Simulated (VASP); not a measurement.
# Ni (Fm-3m) in VASP: a series of runs, part 2 of 2

VASP 6.6.1. Earlier steps stand in the parts before.

## Step 4: Single point, PBEsol, collinear spin, ferromagnetic start

Input file INCAR:

```
SYSTEM = Ni
  PREC = Accurate
  ENCUT = 520
  EDIFF = 1E-6
  ISMEAR = 0
  SIGMA = 0.1
  LREAL = .FALSE.
  LASPH = .TRUE.
  NELM = 150
  ALGO = Normal
  ISIF = 2
  LWAVE = .FALSE.
  LCHARG = .FALSE.
  ISPIN = 2
  MAGMOM = 0.47
  LORBIT = 11
  NUPDOWN = 0.47
  LMAXMIX = 4
  GGA = PS
  NBANDS = 15
```

Input file KPOINTS:

```
Automatic mesh
0
G
  14 14 14
  0 0 0
```

Input file POSCAR:

```
Ni
1.0
    0.0000000000      1.7673000000      1.7673000000
    1.7673000000      0.0000000000      1.7673000000
    1.7673000000      1.7673000000      0.0000000000
Ni
1
Direct
    0.0000000000      0.0000000000      0.0000000000
```

Potentials or basis: VASP PAW PBE potentials, release 64 (Ni).

Started as:

```
$ cat potpaw_PBE.64/Ni/POTCAR > POTCAR
$ mpirun -np 1 vasp_std > vasp.out
```

OUTCAR:

```text
SYSTEM = Ni
   PREC = Accurate
   ENCUT = 520
   EDIFF = 1E-6
   ISMEAR = 0
   LREAL = .FALSE.
   LASPH = .TRUE.
   NELM = 150
   ISIF = 2
   ISPIN = 2
   LORBIT = 11
   NUPDOWN = 0.47
   GGA = PS

 ion  position               nearest neighbor table
   1  0.000  0.000  0.000-

  LATTYP: Found a face centered cubic cell.
 ALAT       =     3.5346000000

  Lattice vectors:

 A1 = (   0.0000000000,   1.7673000000,   1.7673000000)
 A2 = (   1.7673000000,   0.0000000000,   1.7673000000)
 A3 = (   1.7673000000,   1.7673000000,   0.0000000000)

Analysis of symmetry for initial positions (statically):
=====================================================================
 Subroutine PRICEL returns:
 Original cell was already a primitive cell.

 Routine SETGRP: Setting up the symmetry group for a
 face centered cubic supercell.

 Subroutine GETGRP returns: Found 48 space group operations
 (whereof 48 operations were pure point group operations)
[... 629 lines left out ...]
      7      32.4385      0.00000
      8      36.2701      0.00000
      9      36.2701      0.00000
     10      36.2701      0.00000
     11      39.2486      0.00000
     12      39.2486      0.00000
     13      39.2486      0.00000
     14      42.1139      0.00000
[... 403 lines left out ...]
      4       7.7259      1.00000
      5       8.3069      1.00000
      6       8.6653      0.99999
      7      24.4185      0.00000
      8      29.8294      0.00000
      9      30.5524      0.00000
     10      33.2032      0.00000
     11      38.1878      0.00000
     12      42.1613      0.00000
     13      44.1109      0.00000
     14      46.2522      0.00000
     15      50.6663      0.00000

 [... further k-points ...]

------------------------ aborting loop because EDIFF is reached ----------------------------------------

  FORCE on cell =-STRESS in cart. coord.  units (eV):
  Direction    XX          YY          ZZ          XY          YZ          ZX
  --------------------------------------------------------------------------------------
  -------------------------------------------------------------------------------------
  Total       -0.8670954     -0.8670954     -0.8670954      0.0000000      0.0000000      0.0000000
  in kB     -125.8393932   -125.8393932   -125.8393932      0.0000000      0.0000000      0.0000000
  external PRESSURE =    -125.8393932 kB  Pullay stress =       0.0000000 kB

 VOLUME and BASIS-vectors are now :
 -----------------------------------------------------------------------------
  energy-cutoff  :      520.00
  volume of cell :       11.04
      direct lattice vectors                 reciprocal lattice vectors
     0.000000000  1.767300000  1.767300000    -0.282917445  0.282917445  0.282917445
     1.767300000  0.000000000  1.767300000     0.282917445 -0.282917445  0.282917445
     1.767300000  1.767300000  0.000000000     0.282917445  0.282917445 -0.282917445

 POSITION                                       TOTAL-FORCE (eV/Angst)
 -----------------------------------------------------------------------------------
      0.00000      0.00000      0.00000         0.000000      0.000000      0.000000
 -----------------------------------------------------------------------------------
    total drift:                                0.000000      0.000000      0.000000

  FREE ENERGIE OF THE ION-ELECTRON SYSTEM (eV)
  ---------------------------------------------------
  free  energy   TOTEN  =        -6.1013060887 eV

  energy  without entropy=       -6.0892423188  energy(sigma->0) =       -6.09527420

 total charge

# of ion       s       p       d       tot
------------------------------------------
    1        0.491   0.486   8.311   9.289

 magnetization (x)

# of ion       s       p       d       tot
------------------------------------------
    1       -0.008  -0.025   0.516   0.482
```

It took 52 s on 1 thread of Intel Xeon 8259CL, shared host; peak memory 0.15 GiB.

What came out:

```
Free energy                                           : -6.1013 eV
Pressure                                              : -12.6 GPa
Net moment                                            : 0.47 μB per cell
Site moments                                          : Ni +0.48 μB
Valence electrons inside the program's atomic spheres : Ni 9.29
```

Caveat: the cell stands under tension; the PAW data sets were made with another functional, which shifts forces and pressure a little; the total moment is fixed, so each spin has its own Fermi level.

## Step 5: Single point, PBEsol, collinear spin, ferromagnetic start

Input file INCAR:

```
PREC = Accurate ; ENCUT = 520
EDIFF = 1E-6 ; ISMEAR = 0
SIGMA = 0.1 ; LREAL = F
LASPH = T ; NELM = 150
ALGO = Normal ; ISIF = 2
LWAVE = F ; LCHARG = F
ISPIN = 2 ; MAGMOM = 0.95
LORBIT = 11 ; NUPDOWN = 0.95
LMAXMIX = 4 ; GGA = PS
NBANDS = 15
```

Input file KPOINTS:

```
regular mesh
0
Gamma
  14 14 14
```

POSCAR is that of step 4.

Potentials or basis: VASP PAW PBE potentials, release 64 (Ni).

Started as:

```
$ cat potpaw_PBE.64/Ni/POTCAR > POTCAR
$ mpirun -np 1 vasp_std > vasp.out
```

OUTCAR:

```text
PREC = Accurate
   ENCUT = 520
   EDIFF = 1E-6
   ISMEAR = 0
   LREAL = F
   LASPH = T
   NELM = 150
   ISIF = 2
   ISPIN = 2
   LORBIT = 11
   NUPDOWN = 0.95
   GGA = PS

 ion  position               nearest neighbor table
   1  0.000  0.000  0.000-

  LATTYP: Found a face centered cubic cell.
 ALAT       =     3.5346000000

  Lattice vectors:

 A1 = (   0.0000000000,   1.7673000000,   1.7673000000)
 A2 = (   1.7673000000,   0.0000000000,   1.7673000000)
 A3 = (   1.7673000000,   1.7673000000,   0.0000000000)

Analysis of symmetry for initial positions (statically):
=====================================================================
 Subroutine PRICEL returns:
 Original cell was already a primitive cell.

 Routine SETGRP: Setting up the symmetry group for a
 face centered cubic supercell.

 Subroutine GETGRP returns: Found 48 space group operations
 (whereof 48 operations were pure point group operations)
 out of a pool of 48 trial point group operations.

The static configuration has the point symmetry O_h .

Analysis of symmetry for dynamics (positions and initial velocities):
=====================================================================
 Subroutine PRICEL returns:
 Original cell was already a primitive cell.

 Routine SETGRP: Setting up the symmetry group for a
 face centered cubic supercell.

 Subroutine GETGRP returns: Found 48 space group operations
 (whereof 48 operations were pure point group operations)
 out of a pool of 48 trial point group operations.

The dynamic configuration has the point symmetry O_h .

Analysis of structural, dynamic, and magnetic symmetry:
=====================================================================
 Subroutine PRICEL returns:
 Original cell was already a primitive cell.

 Routine SETGRP: Setting up the symmetry group for a
 face centered cubic supercell.

 Subroutine GETGRP returns: Found 48 space group operations
 (whereof 48 operations were pure point group operations)
 out of a pool of 48 trial point group operations.

The overall configuration has the point symmetry O_h .

 Subroutine INISYM returns: Found 48 space group operations
 (whereof 48 operations are pure point group operations),
 and found     1 'primitive' translations

----------------------------------------------------------------------------------------

                                     Primitive cell

  volume of cell :      11.0398

  direct lattice vectors                    reciprocal lattice vectors
     0.000000000  1.767300000  1.767300000    -0.282917445  0.282917445  0.282917445
     1.767300000  0.000000000  1.767300000     0.282917445 -0.282917445  0.282917445
     1.767300000  1.767300000  0.000000000     0.282917445  0.282917445 -0.282917445

  length of vectors
     2.499339629  2.499339629  2.499339629     0.490027389  0.490027389  0.490027389

  position of ions in fractional coordinates (direct lattice)
     0.000000000  0.000000000  0.000000000

  ion indices of the primitive-cell ions
   primitive index   ion index
                 1           1

----------------------------------------------------------------------------------------

 KPOINTS: regular mesh

Automatic generation of k-mesh.
 Grid dimensions read from file:
 generate k-points for:   14   14   14

 Generating k-lattice:

  Cartesian coordinates                     Fractional coordinates (reciprocal lattice)
    -0.020208389  0.020208389  0.020208389     0.071428571  0.000000000  0.000000000
     0.020208389 -0.020208389  0.020208389     0.000000000  0.071428571  0.000000000
     0.020208389  0.020208389 -0.020208389     0.000000000  0.000000000  0.071428571
[... 72 lines left out ...]
   ISMEAR =     0;   SIGMA  =   0.10  broadening in eV -4-tet -1-fermi 0-gaus
   EFERMI_NEDOS =   21; number of points for ismear=-14 and -15
   IALGO  =     38    algorithm
   IMIX   =      4    mixing-type and parameters
     AMIX     =   0.40;   BMIX     =  1.00
     AMIX_MAG =   1.60;   BMIX_MAG =  1.00
  volume/ion in A,a.u.               =      11.04        74.50
  Fermi-wavevector in a.u.,A,eV,Ry     =   1.583998  2.993322 34.137682  2.509049
  Thomas-Fermi vector in A             =   2.683683
   LORBIT       =     11    0 simple, 1 ext, 2 COOP (PROOUT), +10 PAW based schemes
   GGA     = PS    functional components
   LHFCALC =     F    Hartree Fock is set to
   AEXX    =    0.0000 exact exchange contribution
   IVDW    =     0    specifies the selected vdW correction
   LEPSILON=     F    determine dielectric tensor
   LRPA    =     F    only Hartree local field effects (RPA)
 spin polarized calculation
 Gauss-broadening in eV      SIGMA  =   0.10
  energy-cutoff  :      520.00
  volume of cell :       11.04
 maximum number of plane-waves:       307
   NGX =  9   NGY =  9   NGZ =  9

 number of electron      10.0000010 magnetization       0.9500002

 Free energy of the ion-electron system (eV)
  ---------------------------------------------------
  ext. energy  EPLUGINS =         0.00000000
  ---------------------------------------------------
  free energy    TOTEN  =        -6.04353910 eV

  energy without entropy =       -6.03621803  energy(sigma->0) =       -6.03987857

 E-fermi :   8.9047     XC(G=0): -13.3627

 val. band max:        9.7330367168   @ k =  -0.2143   0.2857   0.0714
 cond. band min:       8.9297748295   @ k =  -0.2857   0.3571   0.0714
 fundamental gap:     -0.8032618874
 Fermi energy:         9.7676937204

 spin component 1

 k-point     1 :       0.0000    0.0000    0.0000
  band No.  band energies     occupation
      1      -0.0294      1.00000
      2       6.3331      1.00000
      3       6.3331      1.00000
      4       6.3331      1.00000
      5       7.4686      1.00000
      6       7.4686      1.00000
      7      32.5199      0.00000
      8      36.2201      0.00000
      9      36.2201      0.00000
     10      36.2201      0.00000
     11      39.0508      0.00000
     12      39.0508      0.00000
     13      39.0508      0.00000
     14      42.1793      0.00000
[... 403 lines left out ...]
      4       6.8185      1.00000
      5       7.4381      1.00000
      6       7.7874      1.00000
      7      24.2062      0.00000
      8      29.6663      0.00000
      9      30.4996      0.00000
     10      33.0490      0.00000
     11      38.0000      0.00000
     12      42.1227      0.00000
     13      44.0653      0.00000
     14      46.1621      0.00000
     15      50.4933      0.00000

 [... further k-points ...]

 spin component 2

 k-point     1 :       0.0000    0.0000    0.0000
  band No.  band energies     occupation
      1       0.0674      1.00000
      2       7.3520      1.00000
      3       7.3520      1.00000
      4       7.3520      1.00000
      5       8.3785      1.00000
      6       8.3785      1.00000
      7      32.4899      0.00000
      8      36.3425      0.00000
      9      36.3425      0.00000
     10      36.3425      0.00000
     11      39.3109      0.00000
     12      39.3109      0.00000
     13      39.3109      0.00000
     14      42.1965      0.00000
[... 403 lines left out ...]
      4       7.8206      1.00000
      5       8.3998      1.00000
      6       8.7545      0.98315
      7      24.4894      0.00000
      8      29.8988      0.00000
      9      30.6196      0.00000
     10      33.2689      0.00000
     11      38.2633      0.00000
     12      42.2257      0.00000
     13      44.1756      0.00000
     14      46.3162      0.00000
     15      50.7345      0.00000

 [... further k-points ...]

------------------------ aborting loop because EDIFF is reached ----------------------------------------

  FORCE on cell =-STRESS in cart. coord.  units (eV):
  Direction    XX          YY          ZZ          XY          YZ          ZX
  --------------------------------------------------------------------------------------
  -------------------------------------------------------------------------------------
  Total       -0.6553922     -0.6553922     -0.6553922     -0.0000000      0.0000000      0.0000000
  in kB      -95.1154441    -95.1154441    -95.1154441     -0.0000000      0.0000000      0.0000000
  external PRESSURE =     -95.1154441 kB  Pullay stress =       0.0000000 kB

 VOLUME and BASIS-vectors are now :
 -----------------------------------------------------------------------------
  energy-cutoff  :      520.00
  volume of cell :       11.04
      direct lattice vectors                 reciprocal lattice vectors
     0.000000000  1.767300000  1.767300000    -0.282917445  0.282917445  0.282917445
     1.767300000  0.000000000  1.767300000     0.282917445 -0.282917445  0.282917445
     1.767300000  1.767300000  0.000000000     0.282917445  0.282917445 -0.282917445

 POSITION                                       TOTAL-FORCE (eV/Angst)
 -----------------------------------------------------------------------------------
      0.00000      0.00000      0.00000        -0.000000      0.000000     -0.000000
 -----------------------------------------------------------------------------------
    total drift:                                0.000000      0.000000      0.000000

  FREE ENERGIE OF THE ION-ELECTRON SYSTEM (eV)
  ---------------------------------------------------
  free  energy   TOTEN  =        -6.0435390976 eV

  energy  without entropy=       -6.0362180327  energy(sigma->0) =       -6.03987857

 total charge

# of ion       s       p       d       tot
------------------------------------------
    1        0.504   0.510   8.263   9.277

 magnetization (x)

# of ion       s       p       d       tot
------------------------------------------
    1        0.006   0.002   0.938   0.945
```

stdout:

```text
POSCAR found type information on POSCAR Ni
 POSCAR found :  1 types and       1 ions
 scaLAPACK will be used
 -----------------------------------------------------------------------------
|                                                                             |
|                                                                             |
|     You enforced a specific xc type in the INCAR file but a different       |
|     I HOPE YOU KNOW WHAT YOU ARE DOING!                                     |
|                                                                             |
 -----------------------------------------------------------------------------

 LDA part: xc-table for (Slater+PW92), standard interpolation
 POSCAR, INCAR and KPOINTS ok, starting setup
 FFT: planning ... GRIDC
 FFT: planning ... GRID_SOFT
 FFT: planning ... GRID
 WAVECAR not read
 entering main loop
```

Wall time 51 s (1 thread of Intel Xeon 8259CL, shared host); peak memory 0.15 GiB.

Results:

| Item | Value |
| --- | --- |
| Free energy | -6.0435 eV |
| Pressure | -9.5 GPa |
| Net moment | 0.95 μB per cell |
| Site moments | Ni +0.94 μB |
| Valence electrons inside the program's atomic spheres | Ni 9.28 |

Caveat: the cell stands under tension; the PAW data sets were made with another functional, which shifts forces and pressure a little; the total moment is fixed, so each spin has its own Fermi level.

## Step 6: Single point, PBEsol, collinear spin, ferromagnetic start

Input file INCAR:

```
PREC = Accurate
ENCUT = 520
EDIFF = 1E-6
ISMEAR = 0
SIGMA = 0.1
LREAL = F
LASPH = T
NELM = 150
ALGO = Normal
ISIF = 2
LWAVE = F
LCHARG = F
ISPIN = 2
MAGMOM = 1.42
LORBIT = 11
NUPDOWN = 1.42
LMAXMIX = 4
GGA = PS
NBANDS = 15
```

Input file KPOINTS:

```
Automatic mesh
0
Gamma
  14 14 14
```

POSCAR is that of step 5.

Potentials or basis: VASP PAW PBE potentials, release 64 (Ni).

Started as:

```
$ cat potpaw_PBE.64/Ni/POTCAR > POTCAR
$ mpirun -np 1 vasp_std > vasp.out
```

Wall time 51 s (1 thread of Intel Xeon 8259CL, shared host); peak memory 0.15 GiB.

Results (log left out):

```yaml
Free_energy: -5.6295 eV
Pressure: -2.3 GPa
Net_moment: 1.42 μB per cell
Site_moments: Ni +1.37 μB
Valence_electrons_inside_the_program's_atomic_spheres: Ni 9.25
```

Caveat: the PAW data sets were made with another functional, which shifts forces and pressure a little; the total moment is fixed, so each spin has its own Fermi level.

## Step 7: The runs side by side

```csv
spin,fixed moment (μB),pressure (GPa),moment (μB)
"collinear, zero start",0.0,-13.1,0.00
"collinear, ferromagnetic start",-,-12.2,0.60
"collinear, ferromagnetic start",0.47,-12.6,0.47
"collinear, ferromagnetic start",0.95,-9.5,0.95
"collinear, ferromagnetic start",1.42,-2.3,1.42
```

Alike in all rows: task single point; level PBEsol; potentials or basis VASP PAW PBE potentials, release 64 (Ni); cell as given; k mesh 14 × 14 × 14; cutoff (eV) 520; smearing gaussian 0.1 eV.

Caveats: the PAW data sets were made with another functional, which shifts forces and pressure a little; the cell stands under tension (at least some runs); the total moment is fixed, so each spin has its own Fermi level (at least some runs).

Absolute energies hang on the potentials; compare differences alone.
